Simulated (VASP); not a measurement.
# Cu: single point with LDA

Cu:

```
Cu
1.0
     2.52086    0.00000    0.00000
    -1.26043    2.18313    0.00000
     0.00000    0.00000    8.23629
Cu
4
Cartesian
  -1.2604 2.1831 8.2363
  1.2604 2.1831 4.1181
  0.0000 1.4554 2.0591
  1.2604 0.7277 6.1772
```

This isn't the form of Cu at room conditions, which is fcc.

* Program: VASP 6.6.1
* Task: single point
* Functional: LDA
* Potentials or basis: VASP PAW LDA potentials, release 64 (Cu)
* Cutoff: 520 eV
* k mesh: 19 × 19 × 5
* Occupations: fermi-dirac, width 0.1 eV
* Spin: no spin polarisation

```yaml
Pressure: -5.8 GPa
Band_gap_on_the_k_mesh: zero (bands 22 and 23 overlap by 5.45 eV)
```

Stress tensor (GPa, compression positive):
```
-6.12  0.00  0.00
 0.00 -6.12  0.00
 0.00  0.00 -5.25
```

Levels at points of the mesh, in eV from the Fermi level:
| k point | band 18 | band 19 | band 20 | band 21 | band 22 | band 23 | band 24 | band 25 | band 26 | band 27 |
| --- | --- | --- | --- | --- | --- | --- | --- | --- | --- | --- |
| (0.00, 0.00, 0.00) | -2.24 | -2.24 | -2.07 | -2.07 | -1.77 | -1.77 | -1.12 | 3.91 | 12.75 | 12.75 |

Wall time 86 s on 1 thread of AMD EPYC 9R45 96-Core Processor (Zen 5), on a shared host, peak memory 0.2 GiB.

Caveat: the cell stands under tension.
